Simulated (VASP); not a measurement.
Runs of VASP 6.6.1 on Be. The structure is that of space group Pm-3m (No. 221), or close to it. The cells are those of the table. 

```tsv
task	cell	k mesh	cutoff (eV)	gap on the mesh (eV)	pressure (GPa)
single point	a = 2.143 Å, 1 atom	16 × 16 × 16	520	none	(b)
single point	a = 2.082 Å, 1 atom	16 × 16 × 16	520	none	12.2
single point	a = 2.229 Å, 1 atom	16 × 16 × 16	520	none	-4.9
single point	a = 2.201 Å, 1 atom	16 × 16 × 16	520	none	-2.6
single point	a = 2.173 Å, 1 atom	16 × 16 × 16	520	none	0.2
relaxation of cell and atoms	relaxed from a = 2.062 Å, 1 atom	15 × 15 × 15	600	none	0.0
single point	a = 2.113 Å, 1 atom	16 × 16 × 16	520	none	7.5
single point	a = 2.173 Å, 1 atom	15 × 15 × 15	520	none	(a)
```

Alike in all rows: level PBE; potentials or basis VASP PAW PBE potentials, release 64 (Be); no spin polarisation; smearing fermi-dirac 0.1 eV.

Q: Fill in the values left out.

A: (a) 0.1; (b) 3.5.

A gap of «none» marks levels without a gap at the run's occupations.
